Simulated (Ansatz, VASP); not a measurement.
**One calculation of KMgF3, two programs**

The input INCAR:

```
  PREC = Accurate
  ENCUT = 520
  EDIFF = 1E-6
  ISMEAR = 0
  SIGMA = 0.05
  LREAL = False
  LASPH = True
  NELM = 60
  ALGO = Normal
  ISIF = 2
  LWAVE = False
  LCHARG = False
  GGA = PE
  NBANDS = 24
```

File KPOINTS:

```
regular mesh
0
Gamma
  6 6 6
```

POSCAR

```
KMgF3
1.0
    3.9859000000      0.0000000000      0.0000000000
    0.0000000000      3.9859000000      0.0000000000
    0.0000000000      0.0000000000      3.9859000000
K Mg F
1 1 3
Direct
    0.5000000000      0.5000000000      0.5000000000
    0.0000000000      0.0000000000      0.0000000000
    0.5000000000     -0.0554381367     -0.0554381367
    0.0000000000      0.4445618633     -0.0554381367
    0.0000000000     -0.0554381367      0.4445618633
```

Input for Ansatz:

```yaml
crystal:
  lattice:
    - [3.9859, 0.0, 0.0]
    - [0.0, 3.9859, 0.0]
    - [0.0, 0.0, 3.9859]
  atoms:
    - { symbol: K, position: [0.5, 0.5, 0.5] }
    - { symbol: Mg, position: [0.0, 0.0, 0.0] }
    - { symbol: F, position: [0.5, -0.0554381367, -0.0554381367] }
    - { symbol: F, position: [0.0, 0.4445618633, -0.0554381367] }
    - { symbol: F, position: [0.0, -0.0554381367, 0.4445618633] }
basis:
  ecutwfc: 420
kpoints:
  mp_grid: { grid: [6, 6, 6] }
hamiltonian:
  xc: pbe
scf:
  occupations: { method: gaussian, width: 0.05 }
output:
  forces: true
  stress: true
  eigenvalues: true
```

Change from the starting cell: all F atoms moved +0.312 Å, as atom 3 towards its neighbour atom 1 (K) at 2.818 Å.

Alike in both runs: task single point; functional PBE; k mesh 6 × 6 × 6; occupations gaussian, width 0.05 eV; no spin polarisation.

```csv
,VASP,Ansatz
version,VASP 6.6.1,Ansatz 0.2.0
potentials or method,"VASP PAW PBE potentials, release 64 (K_sv, Mg, F), cutoff 520 eV","scalar-relativistic, plane waves, PAW"
valence electrons in the cell,32,40
```

```csv
,VASP,Ansatz,Ansatz less VASP
gap on the k mesh at the Fermi level (eV),7.26,7.28,+0.028
least direct gap on the mesh (eV),7.58,7.60,+0.026
pressure (GPa),8.2,8.5,+0.28
"traceless stress, the component that is largest in VASP (GPa)",-4.94,-4.85,+0.094
rms of the force components (eV/Å),1.077,1.055,-0.0223
```

Atom by atom the forces differ by 0.023 eV/Å (rms over components). VASP's potentials hold 32 valence electrons a cell and Ansatz's 40, so a difference there can come from the potentials and not from the codes.
